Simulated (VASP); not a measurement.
Input of a VASP 6.6.1 run:

Contents of INCAR:

```
SYSTEM = Ge
PREC = Accurate
ENCUT = 520
EDIFF = 1E-6
ISMEAR = 0
SIGMA = 0.1
LREAL = .FALSE.
LASPH = .TRUE.
NELM = 60
ALGO = Normal
ISIF = 2
LWAVE = .FALSE.
LCHARG = .FALSE.
GGA = PE
NBANDS = 36
```

File KPOINTS:

```
Automatic mesh
0
G
  6 6 6
  0 0 0
```

Contents of POSCAR:

```
Ge
1.0
   -1.9273529689      1.9273529689      5.3728416994
    1.9273529689     -1.9273529689      5.3728416994
    1.9273529689      1.9273529689     -5.3728416994
Ge
4
Direct
    0.3750000000      0.8749995751     -0.0000004249
    0.6249995751      0.1250000000     -0.0000004249
    0.1250004249      0.6250000000      1.0000004249
    0.8750000000      0.3750004249      1.0000004249
```

Potentials or basis: VASP PAW PBE potentials, release 64 (Ge_d).

Run with:

```console
$ cat potpaw_PBE.64/Ge_d/POTCAR > POTCAR
$ mpirun -np 1 vasp_std > vasp.out
```

Q: What does it give for the band gap on the k mesh?

A: Zero (bands 28 and 29 overlap by 3.72 eV).

Q: Estimate the pressure.

A: 0.0 GPa.

Stress tensor (GPa, compression positive):
```
-0.09  0.00  0.00
 0.00 -0.09  0.00
 0.00  0.00  0.08
```
